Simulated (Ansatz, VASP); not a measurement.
Cd in VASP and in Ansatz

```
Cd
1.0
     3.59941    0.00000    0.00000
    -1.79971    3.11718    0.00000
     0.00000    0.00000   12.26838
Cd
4
Direct
  0.00000 0.00000 0.00000
  0.33333 0.66667 0.25000
  0.00000 0.00000 0.50000
  0.66667 0.33333 0.75000
```

Alike in both runs: task single point; functional PBE; k mesh 15 × 15 × 4; occupations gaussian, width 0.1 eV; no spin polarisation.

|  | VASP | Ansatz |
| --- | --- | --- |
| version | VASP 6.6.1 | Ansatz 0.2.0 |
| potentials or method | VASP PAW PBE potentials, release 64 (Cd), cutoff 520 eV | scalar-relativistic, plane waves, PAW |
| valence electrons in the cell | 48 | 80 |

|  | VASP | Ansatz | Ansatz less VASP |
| --- | --- | --- | --- |
| gap on the k mesh at the Fermi level (eV) | none | none | - |
| pressure (GPa) | -3.7 | -3.7 | -0.04 |
| traceless stress, the component that is largest in VASP (GPa) | -0.06 | -0.06 | +0.003 |

A gap of «none» marks a metal or a gap that the smearing closes. VASP's potentials hold 48 valence electrons a cell and Ansatz's 80, so a difference there can come from the potentials and not from the codes.
